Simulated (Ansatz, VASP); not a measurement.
**One calculation of AlN, two programs**

Contents of INCAR:

```
ALGO = Normal
EDIFF = 1E-6
ENCUT = 520
GGA = PE
ISIF = 2
ISMEAR = 0
LASPH = True
LCHARG = True
LELF = True
LREAL = False
LVHAR = True
LWAVE = False
NBANDS = 16
NELM = 80
PREC = Accurate
SIGMA = 0.05
```

The input KPOINTS:

```
k-points
0
Gamma
  12 12 6
```

Contents of POSCAR:

```
AlN
1.0
    3.1302395627      0.0000000000      0.0000000000
   -1.5651197814      2.7108669813      0.0000000000
    0.0000000000      0.0000000000      5.0179796546
Al N
2 2
Direct
    0.3333333333      0.6666666667      0.0914062433
    0.6666666667      0.3333333333      0.5017287175
    0.3333333333      0.6666666667      0.3832712825
    0.6666666667      0.3333333333      0.8832712825
```

Input for Ansatz:

```yaml
crystal:
  lattice:
    - [3.1302395627, 0.0, 0.0]
    - [-1.5651197814, 2.7108669813, 0.0]
    - [0.0, 0.0, 5.0179796546]
  atoms:
    - { symbol: Al, position: [0.3333333333, 0.6666666667, 0.0914062433] }
    - { symbol: Al, position: [0.6666666667, 0.3333333333, 0.5017287175] }
    - { symbol: "N", position: [0.3333333333, 0.6666666667, 0.3832712825] }
    - { symbol: "N", position: [0.6666666667, 0.3333333333, 0.8832712825] }
basis:
  ecutwfc: 420
kpoints:
  mp_grid: { grid: [12, 12, 6] }
hamiltonian:
  xc: pbe
scf:
  occupations: { method: gaussian, width: 0.05 }
output:
  forces: true
  stress: true
  eigenvalues: true
```

Alike in both runs: task single point; functional PBE; k mesh 12 × 12 × 6; occupations gaussian, width 0.05 eV; no spin polarisation.

|  | VASP | Ansatz |
| --- | --- | --- |
| version | VASP 6.6.1 | Ansatz 0.2.0 |
| potentials or method | VASP PAW PBE potentials, release 64 (Al, N), cutoff 520 eV | scalar-relativistic, plane waves, PAW |
| valence electrons in the cell | 16 | 16 |

Ansatz gave:

| Item | Value |
| --- | --- |
| gap on the k mesh at the Fermi level (eV) | 1.28 |
| least direct gap on the mesh (eV) | 1.28 |
| pressure (GPa) | 24.3 |
| traceless stress, the component that is largest in VASP (GPa) | 50.14 |
| rms of the force components (eV/Å) | 8.182 |

Estimate VASP's values.

gap on the k mesh at the Fermi level (eV): 1.30; least direct gap on the mesh (eV): 1.30; pressure (GPa): 24.2; traceless stress, the component that is largest in VASP (GPa): 50.47; rms of the force components (eV/Å): 8.197.

Atom by atom the forces differ by 0.016 eV/Å (rms over components). The functional is the same, so the differences come from potentials, cutoffs and numerics.
